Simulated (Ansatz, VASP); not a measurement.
# PbO in VASP and in Ansatz

```
Pb O
1.0
     4.04367    0.00000    0.00000
     0.00000    4.04367    0.00000
     0.00000    0.00000   28.52269
Pb O
2 2
Direct
  0.00000 0.50000 0.33996
  0.50000 0.00000 0.25606
  0.00000 0.00000 0.29801
  0.50000 0.50000 0.29801
```

Change from the starting cell: species swapped into a sheet of the PbO type.

Alike in both runs: functional PBE; k mesh 4 × 4 × 1; occupations gaussian, width 0.1 eV; no spin polarisation.

Ansatz relaxed the structure, and its values are those at the end. VASP's run is a single point on that final structure, the one shown.

|  | VASP | Ansatz |
| --- | --- | --- |
| version | VASP 6.6.1 | Ansatz 0.2.0 |
| potentials or method | VASP PAW PBE potentials, release 64 (Pb_d, O), cutoff 520 eV | scalar-relativistic, plane waves, PAW |
| valence electrons in the cell | 40 | 40 |

```csv
,VASP,Ansatz,Ansatz less VASP
gap on the k mesh at the Fermi level (eV),2.49,2.52,+0.021
least direct gap on the mesh (eV),2.49,2.52,+0.021
rms of the force components (eV/Å),0.018,0.003,-0.0153
```

Ansatz's warnings: slab cell height set.

Neither program's run includes spin-orbit coupling.
